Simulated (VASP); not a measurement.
# Ga3Se (Pm-3m) in VASP: single point with PBE

Aim: the single point of Ga3Se with PBE.

All numbers are computed with VASP 6.6.1; they aren't measurements. Logs are shortened: lines on timing, memory, paths and dates and some standing lists are left out, and cuts for length are marked.

## (1) The cell of the first run

Symmetry: Pm-3m, No. 221, cubic system. The conventional cell has a = 4.408 Å, b = 4.408 Å, c = 4.408 Å, α = 90.00°, β = 90.00°, γ = 90.00°. Ga (site symmetry 4/mmm) has 8 Ga at 3.12 Å and 4 Se at 3.12 Å within 4.1 Å. Within 4.1 Å of Se (site symmetry m-3m) lie 12 Ga at 3.12 Å.

## (2) Single point, PBE

Contents of POSCAR:

```
Ga3Se
1.0
    4.4084262922      0.0000000000      0.0000000000
    0.0000000000      4.4084262922      0.0000000000
    0.0000000000      0.0000000000      4.4084262922
Ga Se
3 1
Direct
    0.0000000000      0.5000000000      0.5000000000
    0.5000000000      0.0000000000      0.5000000000
    0.5000000000      0.5000000000      0.0000000000
    0.0000000000      0.0000000000      0.0000000000
```

Contents of INCAR.step1:

```
SYSTEM = Ga3Se
PREC = Accurate
ENCUT = 520
EDIFF = 1E-6
ISMEAR = 0
SIGMA = 0.1
LREAL = .FALSE.
LASPH = .TRUE.
NELM = 60
ALGO = Normal
ISIF = 2
LWAVE = .FALSE.
LCHARG = .TRUE.
GGA = PE
NBANDS = 30
```

Contents of KPOINTS.step1:

```
regular mesh
0
G
  10 10 10
  0 0 0
```

Contents of INCAR.step2:

```
SYSTEM = Ga3Se
PREC = Accurate
ENCUT = 520
EDIFF = 1E-6
ISMEAR = -5
SIGMA = 0.1
LREAL = .FALSE.
LASPH = .TRUE.
NELM = 60
ALGO = Normal
ISIF = 2
LWAVE = .FALSE.
LCHARG = .FALSE.
GGA = PE
LORBIT = 11
NEDOS = 2001
ICHARG = 11
```

Contents of KPOINTS.step2:

```
regular mesh
0
G
  15 15 15
  0 0 0
```

Potentials or basis: VASP PAW PBE potentials, release 64 (Ga_d, Se).

On the command line:

```bash
$ cat potpaw_PBE.64/Ga_d/POTCAR potpaw_PBE.64/Se/POTCAR > POTCAR
$ cp INCAR.step1 INCAR
$ cp KPOINTS.step1 KPOINTS
$ mpirun -np 1 vasp_std > vasp.out
$ cp INCAR.step2 INCAR
$ cp KPOINTS.step2 KPOINTS
$ mpirun -np 1 vasp_std > vasp.out
```

OUTCAR:

```text
SYSTEM = Ga3Se
   PREC = Accurate
   ENCUT = 520
   EDIFF = 1E-6
   ISMEAR = -5
   LREAL = .FALSE.
   LASPH = .TRUE.
   NELM = 60
   ISIF = 2
   GGA = PE
   LORBIT = 11
   ICHARG = 11

 ion  position               nearest neighbor table
   1  0.000  0.500  0.500-
   2  0.500  0.000  0.500-
   3  0.500  0.500  0.000-
   4  0.000  0.000  0.000-

  LATTYP: Found a simple cubic cell.
 ALAT       =     4.4084262922

  Lattice vectors:

 A1 = (   4.4084262922,   0.0000000000,   0.0000000000)
 A2 = (   0.0000000000,   4.4084262922,   0.0000000000)
 A3 = (   0.0000000000,   0.0000000000,   4.4084262922)

Analysis of symmetry for initial positions (statically):
=====================================================================
 Subroutine PRICEL returns:
 Original cell was already a primitive cell.

 Routine SETGRP: Setting up the symmetry group for a
 simple cubic supercell.

 Subroutine GETGRP returns: Found 48 space group operations
 (whereof 48 operations were pure point group operations)
 out of a pool of 48 trial point group operations.

The static configuration has the point symmetry O_h .

Analysis of symmetry for dynamics (positions and initial velocities):
=====================================================================
 Subroutine PRICEL returns:
 Original cell was already a primitive cell.

 Routine SETGRP: Setting up the symmetry group for a
 simple cubic supercell.

 Subroutine GETGRP returns: Found 48 space group operations
 (whereof 48 operations were pure point group operations)
 out of a pool of 48 trial point group operations.

The dynamic configuration has the point symmetry O_h .

 Subroutine INISYM returns: Found 48 space group operations
 (whereof 48 operations are pure point group operations),
 and found     1 'primitive' translations

----------------------------------------------------------------------------------------

                                     Primitive cell

  volume of cell :      85.6743

  direct lattice vectors                    reciprocal lattice vectors
     4.408426292  0.000000000  0.000000000     0.226838317  0.000000000  0.000000000
     0.000000000  4.408426292  0.000000000     0.000000000  0.226838317  0.000000000
     0.000000000  0.000000000  4.408426292     0.000000000  0.000000000  0.226838317

  length of vectors
     4.408426292  4.408426292  4.408426292     0.226838317  0.226838317  0.226838317

  position of ions in fractional coordinates (direct lattice)
     0.000000000  0.500000000  0.500000000
     0.500000000  0.000000000  0.500000000
     0.500000000  0.500000000  0.000000000
     0.000000000  0.000000000  0.000000000

  ion indices of the primitive-cell ions
   primitive index   ion index
                 1           1
                 2           2
                 3           3
                 4           4

----------------------------------------------------------------------------------------

 KPOINTS: regular mesh

Automatic generation of k-mesh.
 Grid dimensions read from file:
 generate k-points for:   15   15   15

 Generating k-lattice:

  Cartesian coordinates                     Fractional coordinates (reciprocal lattice)
     0.015122554  0.000000000  0.000000000     0.066666667  0.000000000  0.000000000
     0.000000000  0.015122554  0.000000000     0.000000000  0.066666667  0.000000000
     0.000000000  0.000000000  0.015122554     0.000000000  0.000000000  0.066666667

  Length of vectors
     0.015122554  0.015122554  0.015122554

  Shift w.r.t. Gamma in fractional coordinates (k-lattice)
     0.000000000  0.000000000  0.000000000

 TETIRR: Found   1667 inequivalent tetrahedra from    20250

 Subroutine IBZKPT returns following result:
 ===========================================

 Found    120 irreducible k-points:

 Following reciprocal coordinates:
            Coordinates               Weight
  0.000000  0.000000  0.000000      1.000000
  0.066667  0.000000  0.000000      6.000000
  0.133333  0.000000  0.000000      6.000000
  0.200000  0.000000  0.000000      6.000000
  0.266667  0.000000  0.000000      6.000000
  0.333333  0.000000  0.000000      6.000000
[... 16 lines left out ...]
  0.266667  0.200000  0.000000     24.000000
  0.333333  0.200000  0.000000     24.000000
 [... further k-points ...]
   k-points           NKPTS =    120   k-points in BZ     NKDIM =    120   number of bands    NBANDS=     27
   number of dos      NEDOS =   2001   number of ions     NIONS =      4
   total plane-waves  NPLWV =  46656
   dimension x,y,z NGX =    36 NGY =   36 NGZ =   36
   dimension x,y,z NGXF=    72 NGYF=   72 NGZF=   72
   ions per type =               3   1
   NGX,Y,Z   is equivalent  to a cutoff of  13.58, 13.58, 13.58 a.u.
   NGXF,Y,Z  is equivalent  to a cutoff of  27.15, 27.15, 27.15 a.u.
 SYSTEM =  Ga3Se
   PREC   = accura    normal or accurate (medium, high low for compatibility)
   ISTART =      0    job   : 0-new  1-cont  2-samecut
   ICHARG =     11    charge: 1-file 2-atom 10-const
   ISPIN  =      1    spin polarized calculation?
   LNONCOLLINEAR =      F non collinear calculations
   LSORBIT =      F    spin-orbit coupling
   LASPH  =      T    aspherical Exc in radial PAW
   ENCUT  =  520.0 eV  38.22 Ry    6.18 a.u.   8.20  8.20  8.20*2*pi/ulx,y,z
   NELM   =     60;   NELMIN=  2; NELMDL=  0     # of ELM steps
   EDIFF  = 0.1E-05   stopping-criterion for ELM
   LREAL  =      F    real-space projection
   EDIFFG = 0.1E-04   stopping-criterion for IOM
   NSW    =      0    number of steps for IOM
   IBRION =     -1    ionic relax: 0-MD 1-quasi-New 2-CG
   NFREE  =      0    steps in history (QN), initial steepest desc. (CG)
   ISIF   =      2    stress and relaxation
   ISYM   =      2    0-nonsym 1-usesym 2-fastsym
   POTIM  = 0.5000    time-step for ionic-motion
   TEBEG  =    0.0;   TEEND  =   0.0 temperature during run
   PSTRESS=    0.0 pullay stress
   NELECT =      45.0000    total number of electrons
   NUPDOWN=      -1.0000    fix difference up-down
   EMIN   =  10.00;   EMAX   =-10.00  energy-range for DOS
   EFERMI =   0.00;   METHOD = LEGACY
   ISMEAR =    -5;   SIGMA  =   0.10  broadening in eV -4-tet -1-fermi 0-gaus
   EFERMI_NEDOS =   21; number of points for ismear=-14 and -15
   IALGO  =     38    algorithm
   IMIX   =      4    mixing-type and parameters
     AMIX     =   0.40;   BMIX     =  1.00
     AMIX_MAG =   1.60;   BMIX_MAG =  1.00
  volume/ion in A,a.u.               =      21.42       144.54
  Fermi-wavevector in a.u.,A,eV,Ry     =   1.320876  2.496094 23.738271  1.744714
  Thomas-Fermi vector in A             =   2.450671
   LORBIT       =     11    0 simple, 1 ext, 2 COOP (PROOUT), +10 PAW based schemes
   GGA     = PE    functional components
   LHFCALC =     F    Hartree Fock is set to
   AEXX    =    0.0000 exact exchange contribution
   IVDW    =     0    specifies the selected vdW correction
   LEPSILON=     F    determine dielectric tensor
   LRPA    =     F    only Hartree local field effects (RPA)
 non-spin polarized calculation
 Fermi weights with tetrahedron method with Bloechl corrections
  energy-cutoff  :      520.00
  volume of cell :       85.67
 maximum number of plane-waves:      2325
 NGX is ok and might be reduce to    36

 number of electron      44.9999953 magnetization

 Free energy of the ion-electron system (eV)
  ---------------------------------------------------
  ext. energy  EPLUGINS =         0.00000000
  ---------------------------------------------------
  free energy    TOTEN  =       -12.41955813 eV

  energy without entropy =      -12.41955813  energy(sigma->0) =      -12.41955813

 E-fermi :   4.8104     XC(G=0): -10.3459

 val. band max:        4.8195582563   @ k =   0.4667   0.4000   0.0000
 cond. band min:       4.7287007448   @ k =   0.4000   0.0000   0.0000
 fundamental gap:     -0.0908575115
 Fermi energy:         4.8103659678

 k-point     1 :       0.0000    0.0000    0.0000
  band No.  band energies     occupation
      1     -10.2765      2.00000
      2     -10.2511      2.00000
      3     -10.2511      2.00000
      4     -10.2511      2.00000
      5     -10.1987      2.00000
      6     -10.1987      2.00000
[... 19 lines left out ...]
     26       9.2283      0.00000
     27       9.2283      0.00000

 k-point     2 :       0.0667    0.0000    0.0000
  band No.  band energies     occupation
      1     -10.2735      2.00000
      2     -10.2506      2.00000
      3     -10.2489      2.00000
      4     -10.2489      2.00000
      5     -10.1984      2.00000
      6     -10.1970      2.00000
[... 19 lines left out ...]
     26       8.9499      0.00000
     27       9.0845      0.00000

 k-point     3 :       0.1333    0.0000    0.0000
  band No.  band energies     occupation
      1     -10.2647      2.00000
      2     -10.2490      2.00000
      3     -10.2421      2.00000
      4     -10.2421      2.00000
      5     -10.1973      2.00000
      6     -10.1921      2.00000
[... 19 lines left out ...]
     26       8.3459      0.00000
     27       8.8233      0.00000

 k-point     4 :       0.2000    0.0000    0.0000
  band No.  band energies     occupation
      1     -10.2511      2.00000
      2     -10.2466      2.00000
      3     -10.2312      2.00000
      4     -10.2312      2.00000
      5     -10.1957      2.00000
      6     -10.1844      2.00000
[... 19 lines left out ...]
     26       7.6873      0.00000
     27       8.6543      0.00000
[... 516 lines left out ...]
      4     -10.2137      2.00000
      5     -10.1875      2.00000
      6     -10.1734      2.00000
[... 19 lines left out ...]
     26       7.3931      0.00000
     27       7.7689      0.00000

 k-point    23 :       0.2667    0.2000    0.0000
  band No.  band energies     occupation
      1     -10.2288      2.00000
      2     -10.2275      2.00000
      3     -10.2072      2.00000
      4     -10.2003      2.00000
      5     -10.1845      2.00000
      6     -10.1647      2.00000
[... 19 lines left out ...]
     26       7.5908      0.00000
     27       7.8758      0.00000

 k-point    24 :       0.3333    0.2000    0.0000
  band No.  band energies     occupation
      1     -10.2244      2.00000
      2     -10.2165      2.00000
      3     -10.1920      2.00000
      4     -10.1848      2.00000
      5     -10.1824      2.00000
      6     -10.1571      2.00000
[... 19 lines left out ...]
     26       7.6110      0.00000
     27       8.2851      0.00000

 [... further k-points ...]
[... 5 lines left out ...]
  --------------------------------------------------------------------------------------
  -------------------------------------------------------------------------------------
  Total        0.1619325      0.1619325      0.1619325     -0.0000000     -0.0000000      0.0000000
  in kB        3.0282653      3.0282653      3.0282653     -0.0000000     -0.0000000      0.0000000
  external PRESSURE =       3.0282653 kB  Pullay stress =       0.0000000 kB

 VOLUME and BASIS-vectors are now :
 -----------------------------------------------------------------------------
  energy-cutoff  :      520.00
  volume of cell :       85.67
      direct lattice vectors                 reciprocal lattice vectors
     4.408426292  0.000000000  0.000000000     0.226838317  0.000000000  0.000000000
     0.000000000  4.408426292  0.000000000     0.000000000  0.226838317  0.000000000
     0.000000000  0.000000000  4.408426292     0.000000000  0.000000000  0.226838317

 POSITION                                       TOTAL-FORCE (eV/Angst)
 -----------------------------------------------------------------------------------
      0.00000      2.20421      2.20421         0.000000      0.000000      0.000000
      2.20421      0.00000      2.20421         0.000000      0.000000      0.000000
      2.20421      2.20421      0.00000         0.000000      0.000000      0.000000
      0.00000      0.00000      0.00000         0.000000      0.000000      0.000000
 -----------------------------------------------------------------------------------
    total drift:                                0.000000      0.000000      0.000000

  FREE ENERGIE OF THE ION-ELECTRON SYSTEM (eV)
  ---------------------------------------------------
  free  energy   TOTEN  =       -12.4195581263 eV

  energy  without entropy=      -12.4195581263  energy(sigma->0) =      -12.41955813

 total charge

# of ion       s       p       d       tot
------------------------------------------
    1        1.126   0.372   9.948  11.445
    2        1.126   0.372   9.948  11.445
    3        1.126   0.372   9.948  11.445
    4        1.504   2.205   0.029   3.738
--------------------------------------------------
tot          4.881   3.320  29.872  38.074
```

Run time: 5.1 min. Hardware: 1 thread of Intel Xeon 8259CL, shared host; peak memory 0.38 GiB.

What came out:

- Valence electrons inside the program's atomic spheres: Ga 11.45; Se 3.74

Caveat: tetrahedron occupations give inexact forces and stress in metals.
